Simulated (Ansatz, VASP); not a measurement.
# Te in VASP and in Ansatz

The input INCAR:

```
ALGO = Normal
EDIFF = 1E-6
ENCUT = 520
GGA = RP
ISIF = 2
ISMEAR = -1
LASPH = True
LCHARG = True
LELF = True
LREAL = False
LVHAR = True
LWAVE = False
NBANDS = 13
NELM = 100
PREC = Accurate
SIGMA = 0.1
```

Contents of KPOINTS:

```
k-points
0
Gamma
  10 10 8
```

File POSCAR:

```
Te
1.0
    4.0221296203      0.0000000000      0.0000000000
   -2.0110648101      3.4832664285      0.0000000000
    0.0000000000      0.0000000000      4.2857612802
Te
2
Direct
    0.3333333333      0.6666666667      0.2500000000
    0.6666666667      0.3333333333      0.7500000000
```

Input for Ansatz:

```yaml
crystal:
  lattice:
    - [4.0221296203, 0.0, 0.0]
    - [-2.0110648101, 3.4832664285, 0.0]
    - [0.0, 0.0, 4.2857612802]
  atoms:
    - { symbol: Te, position: [0.3333333333, 0.6666666667, 0.25] }
    - { symbol: Te, position: [0.6666666667, 0.3333333333, 0.75] }
hamiltonian:
  xc: rpbe
  pseudopotentials:
    kind: paw
    azcp:
      Te: "pseudopotentials/Te.paw.azcp"
basis:
  ecutwfc: 420
  fft_grid_basis: typed
kpoints:
  mp_grid: { grid: [10, 10, 8], shift: [0, 0, 0] }
magnetization:
  spin_polarized: false
scf:
  occupations: { method: fermi_dirac, width: 0.1 }
  lower_state_search: "off"
output:
  stress: true
  write_density: true
  write_potential: true
  elf: true
  volumetric_format: npy
```

Alike in both runs: task single point; functional RPBE; k mesh 10 × 10 × 8; occupations fermi-dirac, width 0.1 eV; no spin polarisation.

|  | VASP | Ansatz |
| --- | --- | --- |
| version | VASP 6.6.1 | Ansatz 0.2.0 |
| potentials or method | VASP PAW PBE potentials, release 64 (Te), cutoff 520 eV | plane waves (420 eV) with PAW, scalar-relativistic |
| valence electrons in the cell | 12 | 32 |

VASP gave:

* pressure (GPa): 4.2
* traceless stress, the component that is largest in VASP (GPa): 1.51

**Question.** Which values does Ansatz return?

**Answer.** Pressure (GPa): 4.3; traceless stress, the component that is largest in VASP (GPa): 1.52.

VASP's potentials were made for PBE, not for RPBE. VASP's potentials hold 12 valence electrons a cell and Ansatz's 32, so a difference there can come from the potentials and not from the codes.

Spin-orbit coupling is off throughout.
